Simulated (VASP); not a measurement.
**WS2: single point with PBEsol**

The system is WS2.

```
W S
1.0
     3.14728    0.00000    0.00000
    -1.57364    2.72562    0.00000
     0.00000    0.00000   20.01692
W S
3 6
Cartesian
  1.5736 0.9085 6.6588
  0.0000 1.8171 13.3311
  0.0000 0.0000 20.0034
  0.0000 1.8171 5.0914
  1.5736 0.9085 1.5537
  0.0000 0.0000 11.7637
  0.0000 1.8171 8.2260
  1.5736 0.9085 18.4360
  0.0000 0.0000 14.8983
```

This cell differs from its parent crystal: strain along c alone, the other axes held: +4.5 %, then relaxed in part.

```yaml
Program: VASP 6.6.1
Task: single point
Functional: PBEsol
Potentials_or_basis: VASP PAW PBE potentials, release 64 (W_sv, S)
Cutoff: 520 eV
k_mesh: 12 × 12 × 2
Occupations: gaussian, width 0.02 eV
Spin: no spin polarisation
```

```
Pressure               : -0.1 GPa
Largest force          : 0.023 eV/Å
Band gap on the k mesh : 1.38 eV
```

Forces on the atoms (eV/Å):
```
W    0.000  0.000  0.000
W    0.000  0.000  0.000
W    0.000  0.000  0.000
S    0.000  0.000 -0.023
S    0.000  0.000  0.023
S    0.000  0.000 -0.023
S    0.000  0.000  0.023
S    0.000  0.000 -0.023
S    0.000  0.000  0.023
```

Stress tensor (GPa, compression positive):
```
-0.03  0.00  0.00
 0.00 -0.03  0.00
 0.00  0.00 -0.21
```

Levels at points of the mesh, in eV from the valence-band top:
| k point | band 36 | band 37 | band 38 | band 39 | band 40 | band 41 | band 42 | band 43 |
| --- | --- | --- | --- | --- | --- | --- | --- | --- |
| (0.00, 0.00, 0.00) | -1.82 | -0.88 | -0.14 | -0.14 | 2.61 | 2.62 | 2.64 | 2.64 |
| (0.50, 0.00, 0.00) | -1.53 | -1.35 | -1.35 | -1.27 | 2.64 | 2.65 | 2.65 | 3.01 |
| (0.00, 0.00, 0.50) | -1.92 | -0.53 | -0.53 | 0.00 | 2.62 | 2.62 | 2.62 | 2.63 |
| (0.50, 0.00, 0.50) | -1.51 | -1.38 | -1.30 | -1.30 | 2.64 | 2.64 | 2.66 | 2.97 |

Wall time 2.2 min on 1 thread of Intel(R) Xeon(R) 6975P-C (Granite Rapids), with other jobs on the host, peak memory 0.42 GiB.

Caveat: the cell differs from its parent crystal (strain along c alone, the other axes held: +4.5 %, then relaxed in part); the PAW data sets were made with another functional, which shifts forces and pressure a little; spin-orbit coupling is left out, which moves the levels of the heavy elements; this functional lacks dispersion, which binds the layers, so the pressure and a relaxed spacing across them are unreliable. A k mesh can miss the band edges.
